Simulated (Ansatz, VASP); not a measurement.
## BiTe in VASP and in Ansatz

```
Bi Te
1.0
     0.00000    3.23500    3.26735
     3.23500    0.00000    3.26735
     3.23500    3.23500    0.00000
Bi Te
1 1
Direct
  0.00000 0.00000 0.00000
  0.50000 0.50000 0.50000
```

Change from the starting cell: z stretched by +1 %, ions relaxed.

Alike in both runs: functional PBE; k mesh 13 × 13 × 13; occupations fermi-dirac, width 0.05 eV; no spin polarisation.

Ansatz relaxed the structure, and its values are those at the end. VASP's run is a single point on that final structure, the one shown.

```csv
,VASP,Ansatz
version,VASP 6.6.1,Ansatz 0.2.0
potentials or method,"VASP PAW PBE potentials, release 64 (Bi_d, Te)","plane-wave PAW, scalar-relativistic"
plane-wave cutoff (eV),520,420
valence electrons in the cell,21,31
```

Ansatz gave:

| Quantity | Value |
| --- | --- |
| pressure (GPa) | 0.3 |

**Question.** What did VASP give for the same quantities?

**Answer.** Pressure (GPa): 0.2.

VASP's potentials hold 21 valence electrons a cell and Ansatz's 31, so a difference there can come from the potentials and not from the codes. Ansatz's warnings: stress scf threshold loose.

Spin-orbit coupling is off throughout.
